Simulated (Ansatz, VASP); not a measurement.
## MgTiF4: VASP beside Ansatz

Contents of INCAR:

```
  PREC = Accurate
  ENCUT = 520
  EDIFF = 1E-6
  ISMEAR = -1
  SIGMA = 0.05
  LREAL = F
  LASPH = T
  NELM = 100
  ALGO = Normal
  ISIF = 2
  LWAVE = F
  LCHARG = T
  GGA = PE
  LELF = T
  LVHAR = T
  NBANDS = 30
```

Contents of KPOINTS:

```
Automatic mesh
0
Gamma
  7 7 5
```

The input POSCAR:

```
MgTiF4
1.0
    3.6030380000      0.0000000000      0.0000000000
    0.0000000000      3.6030380000      0.0000000000
    0.0000000000      0.0000000000      5.1133740000
Ti Mg F
1 1 4
Direct
    0.5000000000      0.5000000000      0.0000000000
    0.0000000000      0.0000000000      0.5000000000
    0.0000000000      0.5000000000      0.2552090000
    0.0000000000      0.5000000000      0.7447910000
    0.5000000000      0.0000000000      0.7447910000
    0.5000000000      0.0000000000      0.2552090000
```

Contents of input.yaml:

```yaml
crystal:
  lattice:
    - [3.603038, 0.0, 0.0]
    - [0.0, 3.603038, 0.0]
    - [0.0, 0.0, 5.113374]
  atoms:
    - { symbol: Ti, position: [0.5, 0.5, 0.0] }
    - { symbol: Mg, position: [0.0, 0.0, 0.5] }
    - { symbol: F, position: [0.0, 0.5, 0.255209] }
    - { symbol: F, position: [0.0, 0.5, 0.744791] }
    - { symbol: F, position: [0.5, 0.0, 0.744791] }
    - { symbol: F, position: [0.5, 0.0, 0.255209] }
hamiltonian:
  xc: pbe
  pseudopotentials: { kind: paw }
kpoints:
  mp_grid: { grid: [7, 7, 5] }
scf:
  occupations: { method: fermi_dirac, width: 0.05 }
output:
  forces: true
  stress: true
  eigenvalues: true
```

Alike in both runs: task single point; functional PBE; k mesh 7 × 7 × 5; occupations fermi-dirac, width 0.05 eV; no spin polarisation.

|  | VASP | Ansatz |
| --- | --- | --- |
| version | VASP 6.6.1 | Ansatz 0.2.0 |
| potentials or method | VASP PAW PBE potentials, release 64 (Ti_sv, Mg, F) | Ansatz PAW |
| plane-wave cutoff (eV) | 520 | 420 |
| valence electrons in the cell | 42 | 50 |

```csv
,VASP,Ansatz,Ansatz less VASP
gap on the k mesh at the Fermi level (eV),none,none,-
pressure (GPa),-1.7,-1.3,+0.38
"traceless stress, the component that is largest in VASP (GPa)",3.61,3.58,-0.032
rms of the force components (eV/Å),0.171,0.155,-0.0158
```

Atom by atom the forces differ by 0.016 eV/Å (rms over components). A gap of «none» marks a metal or a gap that the smearing closes. VASP's potentials hold 42 valence electrons a cell and Ansatz's 50, so a difference there can come from the potentials and not from the codes.
